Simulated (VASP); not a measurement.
# TaGa2 (P4/mmm) in VASP: a series of runs, part 2 of 3

VASP 6.6.1. The steps go on from the part before.

## (3) Single point, PBE

This run uses another cell than the first one, of 18.81 Å³/atom, 0.996 times its volume.

The input, INCAR:

```
ALGO = Normal ; EDIFF = 1E-6
ENCUT = 520 ; GGA = PE
ISIF = 2 ; ISMEAR = 0
LASPH = True ; LCHARG = True
LELF = True ; LREAL = False
LVHAR = True ; LWAVE = False
NBANDS = 26 ; NELM = 60
PREC = Accurate ; SIGMA = 0.1
```

The input, KPOINTS:

```
k-points
0
Gamma
  6 6 4
```

The input, POSCAR:

```
TaGa2
1.0
    3.9054352656      0.0000000000      0.0000000000
    0.0000000000      3.9054352656      0.0000000000
    0.0000000000      0.0000000000      3.6991120739
Ta Ga
1 2
Direct
    0.5000000000      0.5000000000      0.0000000000
    0.0000000000      0.5000000000      0.5000000000
    0.5000000000      0.0000000000      0.5000000000
```

Potentials or basis: VASP PAW PBE potentials, release 64 (Ta_pv, Ga_d).

Command:

```
cat potpaw_PBE.64/Ta_pv/POTCAR potpaw_PBE.64/Ga_d/POTCAR > POTCAR
mpirun -np 1 vasp_std > vasp.out
```

OUTCAR:

```text
EDIFF = 1E-6
   ENCUT = 520
   GGA = PE
   ISIF = 2
   ISMEAR = 0
   LASPH = True
   LREAL = False
   NELM = 60
   PREC = Accurate

 ion  position               nearest neighbor table
   1  0.500  0.500  0.000-   2 2.69   3 2.69   2 2.69   3 2.69   3 2.69   3 2.69   2 2.69   2 2.69

   2  0.000  0.500  0.500-   1 2.69   1 2.69   1 2.69   1 2.69   3 2.76   3 2.76   3 2.76   3 2.76

   3  0.500  0.000  0.500-   1 2.69   1 2.69   1 2.69   1 2.69   2 2.76   2 2.76   2 2.76   2 2.76

  LATTYP: Found a simple tetragonal cell.
 ALAT       =     3.9054352656
 C/A-ratio  =     0.9471702441

  Lattice vectors:

 A1 = (   3.9054352656,   0.0000000000,   0.0000000000)
 A2 = (   0.0000000000,   3.9054352656,   0.0000000000)
 A3 = (   0.0000000000,   0.0000000000,   3.6991120739)

Analysis of symmetry for initial positions (statically):
=====================================================================
 Subroutine PRICEL returns:
 Original cell was already a primitive cell.

 Routine SETGRP: Setting up the symmetry group for a
 simple tetragonal supercell.

 Subroutine GETGRP returns: Found 16 space group operations
 (whereof 16 operations were pure point group operations)
 out of a pool of 16 trial point group operations.

The static configuration has the point symmetry D_4h.

Analysis of symmetry for dynamics (positions and initial velocities):
=====================================================================
 Subroutine PRICEL returns:
 Original cell was already a primitive cell.

 Routine SETGRP: Setting up the symmetry group for a
 simple tetragonal supercell.

 Subroutine GETGRP returns: Found 16 space group operations
 (whereof 16 operations were pure point group operations)
 out of a pool of 16 trial point group operations.

The dynamic configuration has the point symmetry D_4h.

[... 108 lines left out ...]
   POTIM  = 0.5000    time-step for ionic-motion
   TEBEG  =    0.0;   TEEND  =   0.0 temperature during run
   PSTRESS=    0.0 pullay stress
   NELECT =      37.0000    total number of electrons
   NUPDOWN=      -1.0000    fix difference up-down
   EMIN   =  10.00;   EMAX   =-10.00  energy-range for DOS
   EFERMI =   0.00;   METHOD = LEGACY
   ISMEAR =     0;   SIGMA  =   0.10  broadening in eV -4-tet -1-fermi 0-gaus
   EFERMI_NEDOS =   21; number of points for ismear=-14 and -15
   IALGO  =     38    algorithm
   IMIX   =      4    mixing-type and parameters
     AMIX     =   0.40;   BMIX     =  1.00
     AMIX_MAG =   1.60;   BMIX_MAG =  1.00
  volume/ion in A,a.u.               =      18.81       126.91
  Fermi-wavevector in a.u.,A,eV,Ry     =   1.422318  2.687791 27.524418  2.022988
  Thomas-Fermi vector in A             =   2.543034
   LORBIT       =      0    0 simple, 1 ext, 2 COOP (PROOUT), +10 PAW based schemes
   GGA     = PE    functional components
   LHFCALC =     F    Hartree Fock is set to
   AEXX    =    0.0000 exact exchange contribution
   IVDW    =     0    specifies the selected vdW correction
   LEPSILON=     F    determine dielectric tensor
   LRPA    =     F    only Hartree local field effects (RPA)
 non-spin polarized calculation
 Gauss-broadening in eV      SIGMA  =   0.10
  energy-cutoff  :      520.00
  volume of cell :       56.42
 maximum number of plane-waves:      1550
 NGX is ok and might be reduce to    30
   NGX = 15   NGY = 15   NGZ = 13

 number of electron      36.9999987 magnetization

 Free energy of the ion-electron system (eV)
  ---------------------------------------------------
  ext. energy  EPLUGINS =         0.00000000
  ---------------------------------------------------
  free energy    TOTEN  =       -17.25547830 eV

  energy without entropy =      -17.25046206  energy(sigma->0) =      -17.25297018

 E-fermi :   5.2055     XC(G=0): -11.3541

 val. band max:        5.1779688621   @ k =   0.5000   0.3333   0.5000
 cond. band min:       5.2201755984   @ k =   0.5000   0.0000   0.2500
 fundamental gap:      0.0422067363
 Fermi energy:         5.2055389188

 k-point     1 :       0.0000    0.0000    0.0000
  band No.  band energies     occupation
      1     -29.4944      2.00000
      2     -29.4782      2.00000
      3     -29.4782      2.00000
      4      -9.6746      2.00000
      5      -9.6256      2.00000
      6      -9.4700      2.00000
[... 685 lines left out ...]
     25      12.3014      0.00000
     26      13.4202      0.00000

 [... further k-points ...]
[... 5 lines left out ...]
  --------------------------------------------------------------------------------------
  -------------------------------------------------------------------------------------
  Total        0.0894313      0.0894313      0.0840565      0.0000000      0.0000000      0.0000000
  in kB        2.5395921      2.5395921      2.3869622      0.0000000      0.0000000      0.0000000
  external PRESSURE =       2.4887155 kB  Pullay stress =       0.0000000 kB

 VOLUME and BASIS-vectors are now :
 -----------------------------------------------------------------------------
  energy-cutoff  :      520.00
  volume of cell :       56.42
      direct lattice vectors                 reciprocal lattice vectors
     3.905435266  0.000000000  0.000000000     0.256053406  0.000000000  0.000000000
     0.000000000  3.905435266  0.000000000     0.000000000  0.256053406  0.000000000
     0.000000000  0.000000000  3.699112074     0.000000000  0.000000000  0.270335145

 POSITION                                       TOTAL-FORCE (eV/Angst)
 -----------------------------------------------------------------------------------
      1.95272      1.95272      0.00000         0.000000      0.000000      0.000000
      0.00000      1.95272      1.84956         0.000000      0.000000      0.000000
      1.95272      0.00000      1.84956         0.000000      0.000000      0.000000
 -----------------------------------------------------------------------------------
    total drift:                                0.000000      0.000000     -0.000000

  FREE ENERGIE OF THE ION-ELECTRON SYSTEM (eV)
  ---------------------------------------------------
  free  energy   TOTEN  =       -17.2554783009 eV

  energy  without entropy=      -17.2504620560  energy(sigma->0) =      -17.25297018
```

OSZICAR:

```text
N       E                     dE             d eps       ncg     rms          rms(c)
DAV:   1     0.270895324071E+03    0.27090E+03   -0.18911E+04  1656   0.240E+03
DAV:   2     0.570360619506E+01   -0.26519E+03   -0.25898E+03  1704   0.483E+02
DAV:   3    -0.174984317514E+02   -0.23202E+02   -0.22926E+02  1858   0.124E+02
DAV:   4    -0.180754479829E+02   -0.57702E+00   -0.57556E+00  1776   0.205E+01
DAV:   5    -0.180872228988E+02   -0.11775E-01   -0.11768E-01  1958   0.291E+00    0.121E+01
DAV:   6    -0.173430154691E+02    0.74421E+00   -0.22403E+00  1658   0.788E+00    0.467E+00
DAV:   7    -0.172680526653E+02    0.74963E-01   -0.18845E-01  1992   0.446E+00    0.197E+00
DAV:   8    -0.172552879420E+02    0.12765E-01   -0.35207E-02  1904   0.144E+00    0.197E-01
DAV:   9    -0.172554038456E+02   -0.11590E-03   -0.51511E-03  1858   0.769E-01    0.958E-02
DAV:  10    -0.172554833396E+02   -0.79494E-04   -0.26987E-04  1864   0.137E-01    0.350E-02
DAV:  11    -0.172554785688E+02    0.47708E-05   -0.34609E-05  1758   0.468E-02    0.554E-03
DAV:  12    -0.172554783009E+02    0.26787E-06   -0.33258E-06  1716   0.127E-02
   1 F= -.17255478E+02 E0= -.17252970E+02  d E =-.501624E-02
```

stdout:

```text
POSCAR found type information on POSCAR TaGa
 POSCAR found :  2 types and       3 ions
 scaLAPACK will be used
 LDA part: xc-table for (Slater+PW92), standard interpolation
 POSCAR, INCAR and KPOINTS ok, starting setup
 FFT: planning ... GRIDC
 FFT: planning ... GRID_SOFT
 FFT: planning ... GRID
 WAVECAR not read
 entering main loop
```

Wall time 22 s (1 thread of Intel Xeon Platinum 8488C (Sapphire Rapids), shared host); peak memory 0.18 GiB.

Results:

```
Free energy : -17.2555 eV
Pressure    : 0.2 GPa
```

Caveat: the k points lie up to 0.42 Å⁻¹ apart; spin-orbit coupling is left out, which moves the levels of the heavy elements.

## (4) Single point, PBE

This run uses another cell than the first one, of 20.58 Å³/atom, 1.090 times its volume.

The input, INCAR:

```
SYSTEM = TaGa2
ALGO = Fast ; EDIFF = 1E-6
ENCUT = 520 ; GGA = PE
ISIF = 2 ; ISMEAR = 0
LASPH = .TRUE. ; LCHARG = .FALSE.
LREAL = .FALSE. ; LWAVE = .FALSE.
NBANDS = 26 ; NELM = 100
PREC = Accurate ; SIGMA = 0.1
```

The input, KPOINTS:

```
k-points
0
G
  6 6 4
  0 0 0
```

The input, POSCAR:

```
TaGa2
1.0
    3.4201574700      0.0000000000      0.0000000000
    0.0000000000      3.4201574700      0.0000000000
    0.0000000000      0.0000000000      5.2777222100
Ta Ga
1 2
Direct
    0.5000000000      0.5000000000      0.0000000000
    0.0000000000      0.5000000000      0.5000000000
    0.5000000000      0.0000000000      0.5000000000
```

Command:

```
cat potpaw_PBE.64/Ta_pv/POTCAR potpaw_PBE.64/Ga_d/POTCAR > POTCAR
mpirun -np 1 vasp_std > vasp.out
```

Run time: 34 s. Hardware: 1 thread of Intel Xeon Platinum 8488C (Sapphire Rapids), shared host; peak memory 0.2 GiB.

The run converged. Its results:

```
Free energy : -15.0494 eV
Pressure    : -6.5 GPa
```

Stress tensor (GPa, compression positive):
```
  2.08   0.00   0.00
  0.00   2.08   0.00
  0.00   0.00 -23.52
```

Levels at points of the mesh, in eV from the Fermi level:
```tsv
k point	band 16	band 17	band 18	band 19	band 20	band 21
(0.00, 0.00, 0.00)	-3.02	-1.44	0.94	0.94	1.30	1.30
(0.50, 0.00, 0.00)	-2.28	-1.46	0.18	1.02	1.56	1.91
(0.50, 0.50, 0.00)	-4.06	-4.01	-1.47	-1.47	-0.52	3.08
(0.00, 0.00, 0.50)	-1.34	-1.19	-0.24	-0.24	2.46	3.33
(0.50, 0.00, 0.50)	-3.30	-1.39	-0.40	0.66	1.05	1.14
(0.50, 0.50, 0.50)	-4.08	-3.61	-1.48	-0.13	0.70	0.70
```

Caveat: spin-orbit coupling is left out, which moves the levels of the heavy elements.

## (5) Relaxation of cell and atoms, PBE

This run uses another cell than the first one, of 18.81 Å³/atom, 0.996 times its volume.

The input, INCAR:

```
PREC = Accurate
ENCUT = 600
EDIFF = 1E-7
ISMEAR = 0
SIGMA = 0.1
LREAL = F
LASPH = T
NELM = 60
ALGO = Normal
ISIF = 3
LWAVE = F
LCHARG = F
GGA = PE
IBRION = 2
NSW = 90
EDIFFG = -0.04
```

The input, KPOINTS:

```
regular mesh
0
Gamma
  4 4 6
```

The input, POSCAR:

```
TaGa2
1.0
    3.9054352656      0.0000000000      0.0000000000
    0.0000000000      3.9054352656      0.0000000000
    0.0000000000      0.0000000000      3.6991120739
Ta Ga
1 2
Direct
    0.5000000000      0.5000000000      0.0000000000
    0.0000000000      0.5000000000      0.5000000000
    0.5000000000      0.0000000000      0.5000000000
```

Command:

```
cat potpaw_PBE.64/Ta_pv/POTCAR potpaw_PBE.64/Ga_d/POTCAR > POTCAR
mpirun -np 1 vasp_std > vasp.out
```

It took 41 s on 1 thread of Intel Xeon Platinum 8488C (Sapphire Rapids), shared host; peak memory 0.2 GiB.

It converged, with:

```
Free energy                            : -17.2390 eV
Relaxed volume                         : 18.88 Å³/atom
Relaxed cell                           : a = 3.910 Å, b = 3.910 Å, c = 3.706 Å, α = 90.00°, β = 90.00°, γ = 90.00°
Space group after relaxing (to 0.05 Å) : P4/mmm (No. 123)
Energy gained by relaxing              : 0.1 meV/atom
Ionic steps                            : 3
Pressure after relaxing                : 0.0 GPa
```

Stress tensor (GPa, compression positive):
```
-0.05  0.00  0.00
 0.00 -0.05  0.00
 0.00  0.00  0.07
```

Step by step:
```tsv
step	energy change (eV)	largest force (eV/Å)	pressure (GPa)	volume (Å³)
1	0.0000	0.0000	0.47	56.42
2	0.0000	0.0000	-0.49	56.87
3	-0.0003	0.0000	-0.01	56.64
```

Final structure:
```yaml
crystal:
  lattice:
    - [3.90960, 0.00000, 0.00000]
    - [0.00000, 3.90960, 0.00000]
    - [0.00000, 0.00000, 3.70569]
  atoms:
    - { symbol: Ta, position: [0.50000, 0.50000, 0.00000] }
    - { symbol: Ga, position: [0.00000, 0.50000, 0.50000] }
    - { symbol: Ga, position: [0.50000, 0.00000, 0.50000] }
```

Levels at points of the mesh, in eV from the Fermi level:
| k point | band 15 | band 16 | band 17 | band 18 | band 19 | band 20 | band 21 | band 22 |
| --- | --- | --- | --- | --- | --- | --- | --- | --- |
| (0.00, 0.00, 0.00) | -3.42 | -1.36 | -0.21 | -0.21 | 1.23 | 1.23 | 1.43 | 1.56 |
| (0.50, 0.00, 0.00) | -6.85 | -1.68 | -1.11 | -0.29 | 1.31 | 1.77 | 2.24 | 3.68 |
| (0.50, 0.50, 0.00) | -5.23 | -5.23 | -4.01 | -0.91 | -0.91 | 1.67 | 2.05 | 3.09 |
| (0.00, 0.00, 0.50) | -5.16 | -2.54 | -2.54 | -2.00 | 0.45 | 1.72 | 2.05 | 5.81 |
| (0.50, 0.00, 0.50) | -5.93 | -3.44 | -1.67 | -1.37 | 0.89 | 2.07 | 2.38 | 3.16 |
| (0.50, 0.50, 0.50) | -5.69 | -2.82 | -1.97 | -0.69 | -0.26 | -0.26 | 2.22 | 2.22 |

Caveat: the k points lie up to 0.40 Å⁻¹ apart in the final cell; spin-orbit coupling is left out, which moves the levels of the heavy elements.

(Continued in part 3 of 3.)
